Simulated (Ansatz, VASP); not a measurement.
Two plane-wave programs on HfO2

```
Hf O
1.0
     4.83820    0.00000    0.00000
     0.00000    4.83820    0.00000
     0.00000    0.00000    3.41357
Hf O
2 4
Direct
  0.00000 0.00000 0.00000
  0.50000 0.50000 0.50000
  0.19242 0.80758 0.50000
  0.30758 0.30758 0.00000
  0.69242 0.69242 0.00000
  0.80758 0.19242 0.50000
```

Change from the starting cell: strain along c alone, the other axes held, atoms relaxed: +6.0 %.

Alike in both runs: functional r2SCAN; k mesh 6 × 6 × 8; occupations gaussian, width 0.02 eV; no spin polarisation.

Ansatz relaxed the structure, and its values are those at the end. VASP's run is a single point on that final structure, the one shown.

```csv
,VASP,Ansatz
version,VASP 6.6.1,Ansatz 0.2.0
potentials or method,"VASP PAW PBE potentials, release 64 (Hf_pv, O), cutoff 520 eV","scalar-relativistic, plane waves, PAW"
valence electrons in the cell,44,76
```

```tsv
	VASP	Ansatz	Ansatz less VASP
gap on the k mesh at the Fermi level (eV)	4.17	4.22	+0.051
least direct gap on the mesh (eV)	4.17	4.22	+0.051
pressure (GPa)	-16.4	-13.6	+2.84
rms of the force components (eV/Å)	0.007	0.000	-0.0072
```

VASP's potentials were made for PBE, not for r2SCAN. With one functional, cell and mesh, what is left measures potentials, basis and numerics. VASP's potentials hold 44 valence electrons a cell and Ansatz's 76, so a difference there can come from the potentials and not from the codes. Ansatz's warnings: stress scf threshold loose.

Spin-orbit coupling is off throughout.
